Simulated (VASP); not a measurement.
# InP (I-4m2) in VASP: a series of runs

Runs on InP. Level: PBE. Tasks: single point.

Program: VASP 6.6.1. These are calculated values, not measurements. Logs are shortened: lines on timing, memory, paths and dates and some standing lists are left out, and cuts for length are marked.

### 1 The cell of the first run

It takes space group I-4m2 (No. 119, tetragonal). Conventional cell: a = 4.144 Å, b = 4.144 Å, c = 6.037 Å, α = 90.00°, β = 90.00°, γ = 90.00°. In (site symmetry -4m2) has 4 P at 2.56 Å within 3.4 Å. P (site symmetry -4m2) has 4 In at 2.56 Å within 3.4 Å.

### 2 Single point, PBE (strain +0.0300 x Voigt [0, 1, 0, 0, 0, 0])

INCAR reads:

```
SYSTEM = InP
ALGO = Normal ; EDIFF = 1E-6
ENCUT = 520 ; GGA = PE
ISIF = 2 ; ISMEAR = 0
LASPH = .TRUE. ; LCHARG = .TRUE.
LELF = .TRUE. ; LREAL = .FALSE.
LVHAR = .TRUE. ; LWAVE = .FALSE.
NBANDS = 16 ; NELM = 80
PREC = Accurate ; SIGMA = 0.05
```

KPOINTS reads:

```
k-points
0
G
  8 8 8
  0 0 0
```

POSCAR reads:

```
InP
1.0
    0.0000000000      3.0184150000      2.9305000000
    2.9305000000      0.0000000000      2.9305000000
    2.9305000000      3.0184150000      0.0000000000
In P
1 1
Direct
    0.0000000000      0.0000000000      0.0000000000
    0.7500000000      0.7500000000      0.7500000000
```

Potentials or basis: VASP PAW PBE potentials, release 64 (In_d, P).

Command:

```
cat potpaw_PBE.64/In_d/POTCAR potpaw_PBE.64/P/POTCAR > POTCAR
mpirun -np 1 vasp_std > vasp.out
```

OUTCAR:

```text
SYSTEM = InP
   EDIFF = 1E-6
   ENCUT = 520
   GGA = PE
   ISIF = 2
   ISMEAR = 0
   LASPH = .TRUE.
   LREAL = .FALSE.
   NELM = 80
   PREC = Accurate

 ion  position               nearest neighbor table
   1  0.000  0.000  0.000-   2 2.56   2 2.56   2 2.56   2 2.56
   2  0.750  0.750  0.750-   1 2.56   1 2.56   1 2.56   1 2.56

  LATTYP: Found a body centered tetragonal cell.
 ALAT       =     4.1443528445
 C/A-ratio  =     1.4566399692

  Lattice vectors:

 A1 = (   0.0000000000,  -3.0184150000,   2.9305000000)
 A2 = (   0.0000000000,  -3.0184150000,  -2.9305000000)
 A3 = (   2.9305000000,   3.0184150000,   0.0000000000)

Analysis of symmetry for initial positions (statically):
=====================================================================
 Subroutine PRICEL returns:
 Original cell was already a primitive cell.

 Routine SETGRP: Setting up the symmetry group for a
 body centered tetragonal supercell.

 Subroutine GETGRP returns: Found  8 space group operations
 (whereof  8 operations were pure point group operations)
 out of a pool of 16 trial point group operations.

The static configuration has the point symmetry D_2d.

Analysis of symmetry for dynamics (positions and initial velocities):
=====================================================================
 Subroutine PRICEL returns:
 Original cell was already a primitive cell.

 Routine SETGRP: Setting up the symmetry group for a
 body centered tetragonal supercell.

 Subroutine GETGRP returns: Found  8 space group operations
 (whereof  8 operations were pure point group operations)
 out of a pool of 16 trial point group operations.

The dynamic configuration has the point symmetry D_2d.

 Subroutine INISYM returns: Found  8 space group operations
 (whereof  8 operations are pure point group operations),
 and found     1 'primitive' translations

----------------------------------------------------------------------------------------

                                     Primitive cell

  volume of cell :      51.8433

  direct lattice vectors                    reciprocal lattice vectors
     0.000000000  3.018415000  2.930500000    -0.170619348  0.165649853  0.170619348
     2.930500000  0.000000000  2.930500000     0.170619348 -0.165649853  0.170619348
     2.930500000  3.018415000  0.000000000     0.170619348  0.165649853 -0.170619348

  length of vectors
     4.206977462  4.144352845  4.206977462     0.292680368  0.292680368  0.292680368

  position of ions in fractional coordinates (direct lattice)
     0.000000000  0.000000000  0.000000000
     0.750000000  0.750000000  0.750000000

  ion indices of the primitive-cell ions
   primitive index   ion index
                 1           1
                 2           2

----------------------------------------------------------------------------------------

 KPOINTS: k-points

Automatic generation of k-mesh.
 Grid dimensions read from file:
 generate k-points for:    8    8    8

 Generating k-lattice:

  Cartesian coordinates                     Fractional coordinates (reciprocal lattice)
    -0.021327419  0.020706232  0.021327419     0.125000000  0.000000000  0.000000000
     0.021327419 -0.020706232  0.021327419    -0.000000000  0.125000000 -0.000000000
     0.021327419  0.020706232 -0.021327419     0.000000000  0.000000000  0.125000000

  Length of vectors
     0.036585046  0.036585046  0.036585046

  Shift w.r.t. Gamma in fractional coordinates (k-lattice)
     0.000000000  0.000000000  0.000000000

 Subroutine IBZKPT returns following result:
 ===========================================

 Found     59 irreducible k-points:

 Following reciprocal coordinates:
            Coordinates               Weight
  0.000000  0.000000  0.000000      1.000000
  0.125000  0.000000  0.000000      8.000000
  0.250000  0.000000  0.000000      8.000000
  0.375000  0.000000  0.000000      8.000000
  0.500000  0.000000  0.000000      4.000000
  0.125000  0.125000  0.000000      4.000000
[... 16 lines left out ...]
  0.250000  0.000000  0.125000      8.000000
  0.375000  0.000000  0.125000      8.000000
 [... further k-points ...]
   k-points           NKPTS =     59   k-points in BZ     NKDIM =     59   number of bands    NBANDS=     16
   number of dos      NEDOS =    301   number of ions     NIONS =      2
   total plane-waves  NPLWV =  32768
   dimension x,y,z NGX =    32 NGY =   32 NGZ =   32
   dimension x,y,z NGXF=    64 NGYF=   64 NGZF=   64
   ions per type =               1   1
   NGX,Y,Z   is equivalent  to a cutoff of  12.65, 12.84, 12.65 a.u.
   NGXF,Y,Z  is equivalent  to a cutoff of  25.29, 25.67, 25.29 a.u.
 SYSTEM =  InP
   PREC   = accura    normal or accurate (medium, high low for compatibility)
   ISTART =      0    job   : 0-new  1-cont  2-samecut
   ICHARG =      2    charge: 1-file 2-atom 10-const
   ISPIN  =      1    spin polarized calculation?
   LNONCOLLINEAR =      F non collinear calculations
   LSORBIT =      F    spin-orbit coupling
   LASPH  =      T    aspherical Exc in radial PAW
   ENCUT  =  520.0 eV  38.22 Ry    6.18 a.u.   7.82  7.71  7.82*2*pi/ulx,y,z
   NELM   =     80;   NELMIN=  2; NELMDL= -5     # of ELM steps
   EDIFF  = 0.1E-05   stopping-criterion for ELM
   LREAL  =      F    real-space projection
   EDIFFG = 0.1E-04   stopping-criterion for IOM
   NSW    =      0    number of steps for IOM
   IBRION =     -1    ionic relax: 0-MD 1-quasi-New 2-CG
   NFREE  =      0    steps in history (QN), initial steepest desc. (CG)
   ISIF   =      2    stress and relaxation
   ISYM   =      2    0-nonsym 1-usesym 2-fastsym
   POTIM  = 0.5000    time-step for ionic-motion
   TEBEG  =    0.0;   TEEND  =   0.0 temperature during run
   PSTRESS=    0.0 pullay stress
   NELECT =      18.0000    total number of electrons
   NUPDOWN=      -1.0000    fix difference up-down
   EMIN   =  10.00;   EMAX   =-10.00  energy-range for DOS
   EFERMI =   0.00;   METHOD = LEGACY
   ISMEAR =     0;   SIGMA  =   0.05  broadening in eV -4-tet -1-fermi 0-gaus
   EFERMI_NEDOS =   21; number of points for ismear=-14 and -15
   IALGO  =     38    algorithm
   IMIX   =      4    mixing-type and parameters
     AMIX     =   0.40;   BMIX     =  1.00
     AMIX_MAG =   1.60;   BMIX_MAG =  1.00
  volume/ion in A,a.u.               =      25.92       174.93
  Fermi-wavevector in a.u.,A,eV,Ry     =   1.150628  2.174371 18.013357  1.323944
  Thomas-Fermi vector in A             =   2.287291
   LORBIT       =      0    0 simple, 1 ext, 2 COOP (PROOUT), +10 PAW based schemes
   GGA     = PE    functional components
   LHFCALC =     F    Hartree Fock is set to
   AEXX    =    0.0000 exact exchange contribution
   IVDW    =     0    specifies the selected vdW correction
   LEPSILON=     F    determine dielectric tensor
   LRPA    =     F    only Hartree local field effects (RPA)
 non-spin polarized calculation
 Gauss-broadening in eV      SIGMA  =   0.05
  energy-cutoff  :      520.00
  volume of cell :       51.84
 maximum number of plane-waves:      1414
   NGX = 15   NGY = 15   NGZ = 15

 number of electron      18.0000006 magnetization

 Free energy of the ion-electron system (eV)
  ---------------------------------------------------
  ext. energy  EPLUGINS =         0.00000000
  ---------------------------------------------------
  free energy    TOTEN  =        -8.39812087 eV

  energy without entropy =       -8.39812087  energy(sigma->0) =       -8.39812087

 E-fermi :   5.1844     XC(G=0):  -9.1535

 val. band max:        4.9177665956   @ k =   0.0000   0.0000   0.0000
 cond. band min:       5.4163562077   @ k =   0.0000   0.0000   0.0000
 fundamental gap:      0.4985896121
 Fermi energy:         5.1843762525

 k-point     1 :       0.0000    0.0000    0.0000
  band No.  band energies     occupation
      1      -9.2689      2.00000
      2      -9.2557      2.00000
      3      -9.2557      2.00000
      4      -9.1250      2.00000
      5      -9.1209      2.00000
      6      -6.4461      2.00000
[... 8 lines left out ...]
     15      14.0435      0.00000
     16      14.4987      0.00000

 k-point     2 :       0.1250    0.0000    0.0000
  band No.  band energies     occupation
      1      -9.2781      2.00000
      2      -9.2563      2.00000
      3      -9.2491      2.00000
      4      -9.1254      2.00000
      5      -9.1202      2.00000
      6      -6.2761      2.00000
[... 8 lines left out ...]
     15      13.8227      0.00000
     16      14.1125      0.00000

 k-point     3 :       0.2500    0.0000    0.0000
  band No.  band energies     occupation
      1      -9.3151      2.00000
      2      -9.2430      2.00000
      3      -9.2351      2.00000
      4      -9.1243      2.00000
      5      -9.1165      2.00000
      6      -5.8017      2.00000
[... 8 lines left out ...]
     15      13.5015      0.00000
     16      13.9978      0.00000

 k-point     4 :       0.3750    0.0000    0.0000
  band No.  band energies     occupation
      1      -9.3511      2.00000
      2      -9.2322      2.00000
      3      -9.2244      2.00000
      4      -9.1196      2.00000
      5      -9.1090      2.00000
      6      -5.1718      2.00000
[... 8 lines left out ...]
     15      14.3005      0.00000
     16      14.4098      0.00000
[... 324 lines left out ...]
 k-point    22 :       0.1250    0.0000    0.1250
  band No.  band energies     occupation
      1      -9.2966      2.00000
      2      -9.2428      2.00000
      3      -9.2428      2.00000
      4      -9.1252      2.00000
      5      -9.1209      2.00000
      6      -6.2276      2.00000
[... 8 lines left out ...]
     15      14.4171      0.00000
     16      14.6295      0.00000

 k-point    23 :       0.2500    0.0000    0.1250
  band No.  band energies     occupation
      1      -9.3247      2.00000
      2      -9.2330      2.00000
      3      -9.2280      2.00000
      4      -9.1277      2.00000
      5      -9.1172      2.00000
      6      -5.8605      2.00000
[... 8 lines left out ...]
     15      14.4215      0.00000
     16      15.2003      0.00000

 k-point    24 :       0.3750    0.0000    0.1250
  band No.  band energies     occupation
      1      -9.3532      2.00000
      2      -9.2267      2.00000
      3      -9.2159      2.00000
      4      -9.1232      2.00000
      5      -9.1139      2.00000
      6      -5.2703      2.00000
[... 8 lines left out ...]
     15      14.7785      0.00000
     16      14.8677      0.00000

 [... further k-points ...]

------------------------ aborting loop because EDIFF is reached ----------------------------------------

  FORCE on cell =-STRESS in cart. coord.  units (eV):
  Direction    XX          YY          ZZ          XY          YZ          ZX
  --------------------------------------------------------------------------------------
  -------------------------------------------------------------------------------------
  Total        0.5238262      0.1098314      0.5238262      0.0000000      0.0000000      0.0000000
  in kB       16.1884564      3.3942561     16.1884564      0.0000000      0.0000000      0.0000000
  external PRESSURE =      11.9237229 kB  Pullay stress =       0.0000000 kB

 VOLUME and BASIS-vectors are now :
 -----------------------------------------------------------------------------
  energy-cutoff  :      520.00
  volume of cell :       51.84
      direct lattice vectors                 reciprocal lattice vectors
     0.000000000  3.018415000  2.930500000    -0.170619348  0.165649853  0.170619348
     2.930500000  0.000000000  2.930500000     0.170619348 -0.165649853  0.170619348
     2.930500000  3.018415000  0.000000000     0.170619348  0.165649853 -0.170619348

 POSITION                                       TOTAL-FORCE (eV/Angst)
 -----------------------------------------------------------------------------------
      0.00000      0.00000      0.00000         0.000000     -0.000000      0.000000
      4.39575      4.52762      4.39575        -0.000000      0.000000     -0.000000
 -----------------------------------------------------------------------------------
    total drift:                                0.000000      0.000000      0.000000

  FREE ENERGIE OF THE ION-ELECTRON SYSTEM (eV)
  ---------------------------------------------------
  free  energy   TOTEN  =        -8.3981208734 eV

  energy  without entropy=       -8.3981208734  energy(sigma->0) =       -8.39812087
```

Run time: 15 s. Hardware: 1 thread of Intel Xeon 6975P-C (Granite Rapids), shared host; peak memory 0.2 GiB.

Results:

```yaml
Free_energy: -8.3981 eV
Pressure: 1.2 GPa
Band_gap_on_the_k_mesh: 0.50 eV, direct
```

Stress tensor (GPa, compression positive):
```
1.62 0.00 0.00
0.00 0.34 0.00
0.00 0.00 1.62
```

Levels at points of the mesh, in eV from the valence-band top:
| k point | band 5 | band 6 | band 7 | band 8 | band 9 | band 10 | band 11 | band 12 | band 13 | band 14 |
| --- | --- | --- | --- | --- | --- | --- | --- | --- | --- | --- |
| (0.00, 0.00, 0.00) | -14.04 | -11.36 | -0.14 | 0.00 | 0.00 | 0.50 | 4.03 | 4.03 | 4.08 | 8.38 |
| (0.50, 0.00, 0.00) | -14.02 | -9.74 | -5.62 | -1.07 | -0.88 | 1.37 | 4.68 | 4.86 | 7.00 | 9.28 |
| (0.50, 0.50, 0.00) | -14.01 | -9.08 | -5.61 | -2.33 | -2.31 | 1.72 | 2.13 | 9.06 | 9.22 | 9.39 |
| (0.50, 0.00, 0.50) | -14.01 | -9.18 | -5.79 | -2.16 | -2.16 | 1.87 | 2.39 | 8.79 | 9.36 | 9.36 |

Caveat: the cell differs from its parent crystal (strain +0.0300 x Voigt [0, 1, 0, 0, 0, 0]); spin-orbit coupling is left out, which moves the levels of the heavy elements.

### 3 Single point, PBE (strain +0.0350 x Voigt [0, 1, 0, 0, 0, 0])

INCAR reads:

```
SYSTEM = InP
ALGO = Normal
EDIFF = 1E-6
ENCUT = 520
GGA = PE
ISIF = 2
ISMEAR = 0
LASPH = .TRUE.
LCHARG = .FALSE.
LREAL = .FALSE.
LWAVE = .FALSE.
NBANDS = 16
NELM = 60
PREC = Accurate
SIGMA = 0.05
```

KPOINTS is that of step 2.

POSCAR reads:

```
InP
1.0
    0.0000000000      3.0330675000      2.9305000000
    2.9305000000      0.0000000000      2.9305000000
    2.9305000000      3.0330675000      0.0000000000
In P
1 1
Direct
    0.0000000000      0.0000000000      0.0000000000
    0.7500000000      0.7500000000      0.7500000000
```

Potentials or basis: VASP PAW PBE potentials, release 64 (In_d, P).

Command:

```
cat potpaw_PBE.64/In_d/POTCAR potpaw_PBE.64/P/POTCAR > POTCAR
mpirun -np 1 vasp_std > vasp.out
```

It took 14 s on 1 thread of Intel Xeon 6975P-C (Granite Rapids), shared host; peak memory 0.19 GiB.

It converged, with:

```yaml
Free_energy: -8.3984 eV
Pressure: 0.9 GPa
Band_gap_on_the_k_mesh: 0.46 eV, direct
```

Stress tensor (GPa, compression positive):
```
 1.38  0.00  0.00
 0.00 -0.13  0.00
 0.00  0.00  1.38
```

Levels at points of the mesh, in eV from the valence-band top:
| k point | band 5 | band 6 | band 7 | band 8 | band 9 | band 10 | band 11 | band 12 | band 13 | band 14 |
| --- | --- | --- | --- | --- | --- | --- | --- | --- | --- | --- |
| (0.00, 0.00, 0.00) | -14.04 | -11.34 | -0.17 | 0.00 | 0.00 | 0.46 | 4.02 | 4.02 | 4.08 | 8.35 |
| (0.50, 0.00, 0.00) | -14.02 | -9.73 | -5.60 | -1.09 | -0.86 | 1.34 | 4.66 | 4.87 | 6.98 | 9.25 |
| (0.50, 0.50, 0.00) | -14.01 | -9.08 | -5.59 | -2.33 | -2.31 | 1.71 | 2.11 | 9.04 | 9.16 | 9.34 |
| (0.50, 0.00, 0.50) | -14.02 | -9.19 | -5.79 | -2.13 | -2.13 | 1.89 | 2.41 | 8.73 | 9.32 | 9.32 |

Caveat: the cell differs from its parent crystal (strain +0.0350 x Voigt [0, 1, 0, 0, 0, 0]); spin-orbit coupling is left out, which moves the levels of the heavy elements.

### 4 Single point, PBE (strain +0.0400 x Voigt [0, 1, 0, 0, 0, 0])

INCAR reads:

```
SYSTEM = InP
PREC = Accurate
ENCUT = 520
EDIFF = 1E-7
ISMEAR = 0
SIGMA = 0.05
LREAL = .False.
LASPH = .True.
NELM = 100
ALGO = Normal
ISIF = 2
LWAVE = .False.
LCHARG = .False.
GGA = PE
NBANDS = 16
```

KPOINTS reads:

```
Automatic mesh
0
Gamma
  8 8 8
  0 0 0
```

POSCAR reads:

```
InP
1.0
    0.0000000000      3.0477200000      2.9305000000
    2.9305000000      0.0000000000      2.9305000000
    2.9305000000      3.0477200000      0.0000000000
In P
1 1
Direct
    0.0000000000      0.0000000000      0.0000000000
    0.7500000000      0.7500000000      0.7500000000
```

Command:

```
cat potpaw_PBE.64/In_d/POTCAR potpaw_PBE.64/P/POTCAR > POTCAR
mpirun -np 1 vasp_std > vasp.out
```

Wall time 21 s (1 thread of Intel Xeon 6975P-C (Granite Rapids), shared host); peak memory 0.2 GiB.

Results (log left out):

```yaml
Free_energy: -8.3979 eV
Pressure: 0.6 GPa
Band_gap_on_the_k_mesh: 0.43 eV, direct
```

Stress tensor (GPa, compression positive):
```
 1.15  0.00  0.00
 0.00 -0.59  0.00
 0.00  0.00  1.15
```

Levels at points of the mesh, in eV from the valence-band top:
| k point | band 7 | band 8 | band 9 | band 10 | band 11 | band 12 |
| --- | --- | --- | --- | --- | --- | --- |
| (0.00, 0.00, 0.00) | -0.19 | 0.00 | 0.00 | 0.43 | 4.01 | 4.01 |
| (0.50, 0.00, 0.00) | -5.59 | -1.10 | -0.85 | 1.32 | 4.64 | 4.87 |
| (0.50, 0.50, 0.00) | -5.56 | -2.33 | -2.31 | 1.70 | 2.09 | 9.01 |
| (0.50, 0.00, 0.50) | -5.80 | -2.11 | -2.11 | 1.91 | 2.43 | 8.66 |

Caveat: the cell differs from its parent crystal (strain +0.0400 x Voigt [0, 1, 0, 0, 0, 0]); spin-orbit coupling is left out, which moves the levels of the heavy elements.

### 5 Overview

| cell | gap on the mesh (eV) | pressure (GPa) |
| --- | --- | --- |
| a = 4.207, b = 4.144 Å, angles 60.5, 59.0, 60.5°, 2 atoms | 0.50 | 1.2 |
| a = 4.218, b = 4.144 Å, angles 60.6, 58.9, 60.6°, 2 atoms | 0.46 | 0.9 |
| a = 4.228, b = 4.144 Å, angles 60.7, 58.7, 60.7°, 2 atoms | 0.43 | 0.6 |

Alike in all rows: task single point; level PBE; potentials or basis VASP PAW PBE potentials, release 64 (In_d, P); no spin polarisation; k mesh 8 × 8 × 8; cutoff (eV) 520; smearing gaussian 0.05 eV.

Caveats: spin-orbit coupling is left out, which moves the levels of the heavy elements.

Total energies depend on the potentials used, so only differences within one code and one set of settings carry meaning.
